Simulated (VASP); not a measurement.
# B32N33 (a cell with a defect) in VASP: a series of runs, part 2 of 2

VASP 6.6.1. Earlier steps stand in the parts before.

### Step 3. Single point, PBEsol

Contents of INCAR:

```
PREC = Accurate
ENCUT = 520
EDIFF = 1E-6
ISMEAR = -1
SIGMA = 0.05
LREAL = Auto
LASPH = True
NELM = 60
ALGO = Normal
ISIF = 2
LWAVE = False
LCHARG = False
GGA = PS
NELECT = 262.0
ISYM = 0
NBANDS = 168
```

Contents of KPOINTS:

```
Automatic mesh
0
Gamma
  1 1 1
  0.25 0.25 0.25
```

Contents of POSCAR:

```
B32N33
1.0
    7.2115910000      0.0000000000      0.0000000000
    0.0000000000      7.2115910000      0.0000000000
    0.0000000000      0.0000000000      7.2115910000
B N
32 33
Direct
    0.9979100000      0.0007920000      0.0011140000
    0.0029560000      0.0052750000      0.5003140000
    0.0029580000      0.4999910000      0.0056190000
    0.0042900000      0.4973320000      0.4976620000
    0.5002510000      0.9993150000      0.9996460000
    0.4991530000      0.9980720000      0.5028270000
    0.4991630000      0.5025080000      0.9983800000
    0.4705950000      0.4967560000      0.4971370000
    0.2510120000      0.2496440000      0.0012150000
    0.2460840000      0.2451460000      0.5002530000
    0.2456800000      0.7507620000      0.0055670000
    0.2449290000      0.7531230000      0.4978340000
    0.7487040000      0.2511570000      0.9994540000
    0.7498590000      0.2522840000      0.5027990000
    0.7497160000      0.7478270000      0.9985520000
    0.7784570000      0.7541490000      0.4959630000
    0.2510060000      0.0008920000      0.2499690000
    0.2456960000      0.0052160000      0.7510880000
    0.2461050000      0.4999300000      0.2454920000
    0.2448980000      0.4975030000      0.7534620000
    0.7487080000      0.9991270000      0.2514740000
    0.7497100000      0.9982300000      0.7481740000
    0.7498400000      0.5024610000      0.2526300000
    0.7784960000      0.4956650000      0.7544110000
    0.9980410000      0.2495830000      0.2499070000
    0.0032730000      0.2450590000      0.7510950000
    0.0032650000      0.7507650000      0.2453980000
    0.0037960000      0.7529870000      0.7533240000
    0.5003810000      0.2512700000      0.2516000000
    0.4991910000      0.2520340000      0.7482990000
    0.4991910000      0.7479770000      0.2523590000
    0.4706350000      0.7553150000      0.7556780000
    0.1247810000      0.1254730000      0.1257840000
    0.1248060000      0.1254500000      0.6257490000
    0.1248110000      0.6254440000      0.1257880000
    0.1247710000      0.6255510000      0.6258730000
    0.6248240000      0.1255200000      0.1258260000
    0.6248050000      0.1254250000      0.6257820000
    0.6248010000      0.6254770000      0.1257340000
    0.5340950000      0.6262540000      0.6268130000
    0.3760130000      0.3748950000      0.1247390000
    0.3616850000      0.3652380000      0.6246800000
    0.3758620000      0.8761850000      0.1268520000
    0.3614810000      0.8858270000      0.6268250000
    0.8736540000      0.3748840000      0.1268540000
    0.8885240000      0.3651360000      0.6268240000
    0.8736580000      0.8761040000      0.1247190000
    0.8874950000      0.8856720000      0.6248420000
    0.3760020000      0.1244360000      0.3751930000
    0.3758690000      0.1265380000      0.8764930000
    0.3617390000      0.6243760000      0.3655790000
    0.3614390000      0.6265330000      0.8861510000
    0.8736560000      0.1265340000      0.3751900000
    0.8736580000      0.1244190000      0.8764140000
    0.8885060000      0.6265100000      0.3654730000
    0.8875000000      0.6245260000      0.8859740000
    0.1254200000      0.3723980000      0.3727100000
    0.1243530000      0.3725820000      0.8790220000
    0.1243640000      0.8787060000      0.3728960000
    0.1250320000      0.8784480000      0.8787620000
    0.6223130000      0.3799790000      0.3803150000
    0.6273410000      0.3795780000      0.8713360000
    0.6273250000      0.8710430000      0.3798800000
    0.6224130000      0.8713320000      0.8716510000
    0.7151350000      0.6232430000      0.6235270000
```

Potentials or basis: VASP PAW PBE potentials, release 64 (B, N).

Run with:

```bash
$ cat potpaw_PBE.64/B/POTCAR potpaw_PBE.64/N/POTCAR > POTCAR
$ mpirun -np 1 vasp_std > vasp.out
```

OUTCAR:

```text
PREC = Accurate
   ENCUT = 520
   EDIFF = 1E-6
   ISMEAR = -1
   LREAL = Auto
   LASPH = True
   NELM = 60
   ISIF = 2
   GGA = PS
   NELECT = 262.0
   ISYM = 0

 ion  position               nearest neighbor table
   1  0.998  0.001  0.001-  60 1.55  47 1.55  54 1.55  33 1.57
   2  0.003  0.005  0.500-  48 1.50  34 1.53  59 1.56  53 1.56
   3  0.003  0.500  0.006-  56 1.50  35 1.53  58 1.56  45 1.56
   4  0.004  0.497  0.498-  57 1.54  36 1.57  46 1.57  55 1.57
   5  0.500  0.999  1.000-  43 1.56  50 1.56  37 1.57  64 1.57
   6  0.499  0.998  0.503-  44 1.56  38 1.57  49 1.57  63 1.57
[... 31 lines left out ...]
  38  0.625  0.125  0.626-  22 1.56  30 1.56  14 1.56   6 1.57
  39  0.625  0.625  0.126-  15 1.56  31 1.56  23 1.56   7 1.57
  40  0.534  0.626  0.627-  65 1.31  32 1.39   8 1.40
  41  0.376  0.375  0.125-   9 1.56  29 1.56  19 1.56   7 1.57
  42  0.362  0.365  0.625-  10 1.50   8 1.54  30 1.56  20 1.58
  43  0.376  0.876  0.127-  17 1.55   5 1.56  11 1.57  31 1.57
  44  0.361  0.886  0.627-  18 1.50  32 1.54   6 1.56  12 1.58
  45  0.874  0.375  0.127-  25 1.55   3 1.56  13 1.57  23 1.57
[... 276 lines left out ...]
 Fermi energy:        11.2975211759

 k-point     1 :       0.2500    0.2500    0.2500
  band No.  band energies     occupation
      1     -12.6686      2.00000
      2     -11.9303      2.00000
      3     -11.5866      2.00000
      4     -11.5364      2.00000
      5     -10.9413      2.00000
      6     -10.6054      2.00000
[... 573 lines left out ...]
    142      15.7438      0.00000
    143      15.7826      0.00000
 [bands above 143 left out]

------------------------ aborting loop because EDIFF is reached ----------------------------------------

  FORCE on cell =-STRESS in cart. coord.  units (eV):
  Direction    XX          YY          ZZ          XY          YZ          ZX
  --------------------------------------------------------------------------------------
  -------------------------------------------------------------------------------------
  Total       62.1683450     31.4799356     31.4785011     -0.5715732     -0.1882909     -0.6169063
  in kB      265.5746541    134.4779728    134.4718449     -2.4416823     -0.8043530     -2.6353392
  external PRESSURE =     178.1748239 kB  Pullay stress =       0.0000000 kB

 VOLUME and BASIS-vectors are now :
 -----------------------------------------------------------------------------
  energy-cutoff  :      520.00
  volume of cell :      375.05
      direct lattice vectors                 reciprocal lattice vectors
     7.211591000  0.000000000  0.000000000     0.138665656  0.000000000  0.000000000
     0.000000000  7.211591000  0.000000000     0.000000000  0.138665656  0.000000000
     0.000000000  0.000000000  7.211591000     0.000000000  0.000000000  0.138665656

 POSITION                                       TOTAL-FORCE (eV/Angst)
 -----------------------------------------------------------------------------------
      7.19652      0.00571      0.00803         0.051809      0.058586      0.055846
      0.02132      0.03804      3.60806         0.056821      0.065317      0.005852
      0.02133      3.60573      0.04052         0.055628      0.007015      0.061024
      0.03094      3.58655      3.58893         0.061154      0.050945      0.048467
      3.60761      7.20665      7.20904         0.057056      0.055865      0.052515
      3.59969      7.19769      3.62618         0.063606      0.060228      0.034092
[... 57 lines left out ...]
      4.48859      6.28369      6.28599        -0.068729     -0.055922     -0.052458
      5.15726      4.49457      4.49662         0.100425      0.090042      0.085239
 -----------------------------------------------------------------------------------
    total drift:                                0.007832     -0.002840     -0.007567

  FREE ENERGIE OF THE ION-ELECTRON SYSTEM (eV)
  ---------------------------------------------------
  free  energy   TOTEN  =      -576.9191569790 eV

  energy  without entropy=     -576.9191569789  energy(sigma->0) =     -576.91915698
```

OSZICAR:

```text
N       E                     dE             d eps       ncg     rms          rms(c)
DAV:   1     0.118639694496E+04    0.11864E+04   -0.14278E+05  1344   0.155E+03
DAV:   2    -0.528634109299E+03   -0.17150E+04   -0.16579E+04  1664   0.350E+02
DAV:   3    -0.610816143221E+03   -0.82182E+02   -0.81696E+02  1640   0.798E+01
DAV:   4    -0.611918209159E+03   -0.11021E+01   -0.10989E+01  1624   0.934E+00
DAV:   5    -0.611937834580E+03   -0.19625E-01   -0.19601E-01  1624   0.110E+00    0.392E+01
DAV:   6    -0.580644998346E+03    0.31293E+02   -0.86664E+01  1568   0.216E+01    0.191E+01
DAV:   7    -0.577610184217E+03    0.30348E+01   -0.86937E+00  1576   0.813E+00    0.109E+01
DAV:   8    -0.576931747589E+03    0.67844E+00   -0.15820E+00  1536   0.323E+00    0.190E+00
DAV:   9    -0.576919711011E+03    0.12037E-01   -0.11924E-01  1600   0.980E-01    0.695E-01
DAV:  10    -0.576919478067E+03    0.23294E-03   -0.20468E-02  1560   0.363E-01    0.312E-01
DAV:  11    -0.576919157117E+03    0.32095E-03   -0.26623E-03  1568   0.146E-01    0.132E-01
DAV:  12    -0.576919155940E+03    0.11773E-05   -0.41454E-04  1656   0.613E-02    0.449E-02
DAV:  13    -0.576919156023E+03   -0.83219E-07   -0.86147E-05  1568   0.243E-02    0.172E-02
DAV:  14    -0.576919156979E+03   -0.95585E-06   -0.71436E-06  1592   0.794E-03
   1 F= -.57691916E+03 E0= -.57691916E+03  d E =-.102439E-09
```

stdout:

```text
POSCAR found type information on POSCAR B N
 POSCAR found :  2 types and      65 ions
 scaLAPACK will be used
 -----------------------------------------------------------------------------
|                                                                             |
|                                                                             |
|     You enforced a specific xc type in the INCAR file but a different       |
|     I HOPE YOU KNOW WHAT YOU ARE DOING!                                     |
|                                                                             |
 -----------------------------------------------------------------------------

 LDA part: xc-table for (Slater+PW92), standard interpolation
 POSCAR, INCAR and KPOINTS ok, starting setup
 FFT: planning ... GRIDC
 FFT: planning ... GRID_SOFT
 FFT: planning ... GRID
 WAVECAR not read
 entering main loop
 the old and the new charge density differ
 old charge density:   261.00000 new  262.00000
    0.392E+01
```

Wall time 12 min (1 thread of AMD EPYC 7R43 (Zen 3), shared host); peak memory 0.43 GiB.

What came out:

| Quantity | Value |
| --- | --- |
| Free energy | -576.9192 eV |
| Largest force | 0.163 eV/Å |

Forces in eV/Å, atoms in the order of the input:
```
B    0.052  0.059  0.056
B    0.057  0.065  0.006
B    0.056  0.007  0.061
B    0.061  0.051  0.048
B    0.057  0.056  0.053
B    0.064  0.060  0.034
B    0.061  0.036  0.058
B    0.040  0.005  0.001
B    0.053  0.060  0.060
B    0.046  0.052  0.000
B    0.063  0.016  0.065
B    0.066  0.030  0.034
B    0.053  0.059  0.065
B    0.058  0.059  0.048
B    0.054  0.065  0.054
B    0.044  0.037 -0.011
B    0.053  0.063  0.057
B    0.062  0.069  0.012
B    0.046  0.002  0.049
B    0.069  0.037  0.026
B    0.053  0.068  0.057
B    0.054  0.056  0.059
B    0.059  0.053  0.056
B    0.042 -0.012  0.042
B    0.054  0.057  0.054
B    0.062  0.056  0.035
B    0.064  0.037  0.054
B    0.035  0.042  0.037
B    0.049  0.062  0.058
B    0.045  0.075  0.024
B    0.046  0.027  0.071
B    0.040  0.017  0.013
N   -0.050 -0.051 -0.049
N   -0.060 -0.062  0.001
N   -0.062 -0.003 -0.059
N   -0.051 -0.050 -0.050
N   -0.052 -0.054 -0.050
N   -0.058 -0.050 -0.047
N   -0.057 -0.052 -0.046
N   -0.109 -0.082 -0.090
N   -0.048 -0.055 -0.050
N   -0.059 -0.032  0.034
N   -0.053 -0.056 -0.053
N   -0.043 -0.027 -0.006
N   -0.059 -0.054 -0.050
N   -0.077 -0.079 -0.038
N   -0.048 -0.054 -0.046
N   -0.042 -0.097 -0.023
N   -0.047 -0.054 -0.051
N   -0.053 -0.057 -0.053
N   -0.061  0.029 -0.028
N   -0.044 -0.011 -0.021
N   -0.058 -0.053 -0.051
N   -0.049 -0.052 -0.049
N   -0.076 -0.038 -0.081
N   -0.040 -0.026 -0.092
N   -0.050 -0.048 -0.045
N   -0.059 -0.064 -0.069
N   -0.060 -0.073 -0.060
N   -0.049 -0.038 -0.035
N   -0.060 -0.055 -0.054
N   -0.056 -0.013 -0.046
N   -0.056 -0.050 -0.010
N   -0.069 -0.056 -0.052
N    0.100  0.090  0.085
```

Levels at points of the mesh, in eV from the Fermi level:
```
           k point  band 128  band 129  band 130  band 131  band 132  band 133  band 134  band 135
(0.25, 0.25, 0.25)     -4.25     -4.14     -1.24     -1.23      1.47      1.82      1.95      2.71
```

Caveat: the cell carries a net charge on a neutralising background, which shifts energy and pressure; the cell is charged against a uniform background, so pressure and absolute levels hang on convention; the PAW data sets were made with another functional, which shifts forces and pressure a little.

### Step 4. Single point, PBEsol, collinear spin

Contents of INCAR:

```
SYSTEM = B32N33
  PREC = Accurate
  ENCUT = 520
  EDIFF = 1E-6
  ISMEAR = -1
  SIGMA = 0.05
  LREAL = Auto
  LASPH = .TRUE.
  NELM = 150
  ALGO = Normal
  ISIF = 2
  LWAVE = .FALSE.
  LCHARG = .FALSE.
  ISPIN = 2
  MAGMOM = 0 0 0 0 0 0 0 0.167 0 0 0 0 0 0 0 0.167 0 0 0 0 0 0 0 0.167 0 0 0 0 0 0 0 0.167 0 0 0 0 0 0 0 0.167 0 0 0 0 0 0 0 0 0 0 0 0 0 0 0 0 0 0 0 0 0 0 0 0 0.167
  LORBIT = 11
  GGA = PS
  NBANDS = 172
  NELECT = 263.0
  ISYM = 0
```

KPOINTS is that of step 3.

Contents of POSCAR:

```
B32N33
1.0
    7.2115910000      0.0000000000      0.0000000000
    0.0000000000      7.2115910000      0.0000000000
    0.0000000000      0.0000000000      7.2115910000
B N
32 33
Direct
    0.9977230000      0.0001440000      0.0004660000
    0.0030110000      0.0049790000      0.4995370000
    0.0030090000      0.4992130000      0.0053270000
    0.0039820000      0.4967410000      0.4970430000
    0.5000830000      0.9985840000      0.9989350000
    0.4988690000      0.9972930000      0.5023910000
    0.4988610000      0.5020630000      0.9976200000
    0.4702940000      0.4959130000      0.4962860000
    0.2512040000      0.2502800000      0.0003560000
    0.2461620000      0.2456210000      0.4993720000
    0.2456240000      0.7514350000      0.0050920000
    0.2449620000      0.7537440000      0.4969830000
    0.7489440000      0.2519740000      0.9985360000
    0.7501090000      0.2531210000      0.5020760000
    0.7501250000      0.7484290000      0.9975410000
    0.7787630000      0.7550420000      0.4953360000
    0.2512090000      0.0000300000      0.2505960000
    0.2456720000      0.0047510000      0.7517250000
    0.2462000000      0.4990600000      0.2459460000
    0.2449200000      0.4966460000      0.7540440000
    0.7489580000      0.9982030000      0.2522800000
    0.7501180000      0.9972000000      0.7487340000
    0.7501050000      0.5017560000      0.2534410000
    0.7788080000      0.4950750000      0.7553000000
    0.9976380000      0.2502400000      0.2505380000
    0.0028860000      0.2452360000      0.7518430000
    0.0028930000      0.7515600000      0.2455580000
    0.0033580000      0.7536200000      0.7538900000
    0.4997980000      0.2518980000      0.2522030000
    0.4986920000      0.2527020000      0.7486900000
    0.4986850000      0.7483880000      0.2530060000
    0.4700810000      0.7554270000      0.7557910000
    0.1249430000      0.1255540000      0.1258790000
    0.1248960000      0.1255860000      0.6257900000
    0.1248900000      0.6254780000      0.1259360000
    0.1248830000      0.6256020000      0.6259130000
    0.6249700000      0.1255990000      0.1259420000
    0.6249310000      0.1254640000      0.6258630000
    0.6249210000      0.6255400000      0.1258090000
    0.5340320000      0.6259380000      0.6265400000
    0.3761000000      0.3749540000      0.1245850000
    0.3615760000      0.3650400000      0.6247280000
    0.3760220000      0.8762630000      0.1268590000
    0.3615670000      0.8860030000      0.6266940000
    0.8736860000      0.3749580000      0.1271010000
    0.8884280000      0.3651290000      0.6268780000
    0.8736840000      0.8762340000      0.1247450000
    0.8878320000      0.8859950000      0.6246410000
    0.3761010000      0.1242560000      0.3752870000
    0.3760430000      0.1265190000      0.8765960000
    0.3616360000      0.6244050000      0.3654020000
    0.3615000000      0.6263850000      0.8863730000
    0.8737020000      0.1267690000      0.3752830000
    0.8736820000      0.1244220000      0.8765530000
    0.8884300000      0.6265970000      0.3654370000
    0.8878350000      0.6243340000      0.8863250000
    0.1256000000      0.3723660000      0.3726780000
    0.1242700000      0.3724230000      0.8791960000
    0.1242970000      0.8788790000      0.3727520000
    0.1250940000      0.8785640000      0.8788700000
    0.6220930000      0.3801020000      0.3804490000
    0.6273800000      0.3797740000      0.8713250000
    0.6273460000      0.8710060000      0.3800950000
    0.6225300000      0.8711790000      0.8715330000
    0.7154380000      0.6241780000      0.6244060000
```

Run with:

```bash
$ cat potpaw_PBE.64/B/POTCAR potpaw_PBE.64/N/POTCAR > POTCAR
$ mpirun -np 1 vasp_std > vasp.out
```

Wall time 19 min (1 thread of Intel Xeon Platinum 8259CL at 2.50GHz (Skylake/Cascade Lake), shared host); peak memory 0.71 GiB.

It converged, with:

```yaml
Free_energy: -564.2519 eV
Largest_force: 0.207 eV/Å
Net_moment: 0.00 μB per cell
Valence_electrons_inside_the_program's_atomic_spheres: B 2.09, 2.14, 2.05, 2.04, 2.21, 2.22 (each value once); N 3.97, 4.04, 3.96, 4.22, 3.98, 4.01, 4.02, 4.00, 3.94 (each value once)
```

Forces in eV/Å, atoms in the order of the input:
```
B    0.071  0.077  0.076
B    0.073  0.092  0.017
B    0.070  0.017  0.088
B    0.085  0.066  0.066
B    0.069  0.054  0.051
B    0.074  0.064  0.037
B    0.074  0.037  0.063
B    0.043  0.023  0.025
B    0.065  0.051  0.108
B    0.040  0.026  0.049
B    0.102  0.010  0.086
B    0.085  0.024  0.079
B    0.061  0.049  0.126
B    0.063  0.057  0.113
B    0.049  0.032  0.106
B    0.047  0.012  0.029
B    0.065  0.109  0.054
B    0.099  0.087  0.015
B    0.036  0.048  0.029
B    0.088  0.079  0.030
B    0.057  0.128  0.052
B    0.049  0.107  0.037
B    0.063  0.112  0.060
B    0.043  0.032  0.010
B    0.122  0.064  0.068
B    0.121  0.099  0.021
B    0.123  0.016  0.100
B    0.123  0.028  0.036
B    0.109  0.064  0.070
B    0.095  0.087  0.049
B    0.095  0.044  0.090
B    0.064  0.078  0.083
N   -0.082 -0.064 -0.066
N   -0.085 -0.080 -0.012
N   -0.084 -0.011 -0.082
N   -0.092 -0.057 -0.058
N   -0.079 -0.065 -0.069
N   -0.075 -0.059 -0.060
N   -0.074 -0.059 -0.063
N   -0.098 -0.125 -0.133
N   -0.068 -0.079 -0.039
N   -0.061 -0.043 -0.006
N   -0.080 -0.085 -0.047
N   -0.093 -0.043  0.015
N   -0.083 -0.076 -0.083
N   -0.087 -0.113 -0.042
N   -0.073 -0.072 -0.084
N   -0.075 -0.101  0.000
N   -0.069 -0.037 -0.082
N   -0.082 -0.045 -0.087
N   -0.063 -0.005 -0.044
N   -0.090  0.014 -0.047
N   -0.084 -0.082 -0.078
N   -0.074 -0.083 -0.073
N   -0.087 -0.045 -0.114
N   -0.074  0.001 -0.107
N   -0.091 -0.067 -0.068
N   -0.086 -0.084 -0.090
N   -0.088 -0.091 -0.084
N   -0.060 -0.047 -0.048
N   -0.044 -0.069 -0.073
N   -0.068 -0.034 -0.067
N   -0.063 -0.065 -0.036
N   -0.100 -0.066 -0.070
N    0.089  0.064  0.077
```

Levels at points of the mesh, in eV from the Fermi level:
Spin up:
| k point | band 128 | band 129 | band 130 | band 131 | band 132 | band 133 | band 134 | band 135 |
| --- | --- | --- | --- | --- | --- | --- | --- | --- |
| (0.25, 0.25, 0.25) | -5.66 | -5.54 | -2.63 | -2.61 | -0.01 | 0.42 | 0.56 | 1.29 |
Spin down:
| k point | band 128 | band 129 | band 130 | band 131 | band 132 | band 133 | band 134 | band 135 |
| --- | --- | --- | --- | --- | --- | --- | --- | --- |
| (0.25, 0.25, 0.25) | -5.66 | -5.54 | -2.63 | -2.61 | -0.01 | 0.42 | 0.56 | 1.29 |

Caveat: the k points lie up to 0.44 Å⁻¹ apart; the cell carries a net charge on a neutralising background, which shifts energy and pressure; the cell is charged against a uniform background, so pressure and absolute levels hang on convention; the PAW data sets were made with another functional, which shifts forces and pressure a little.
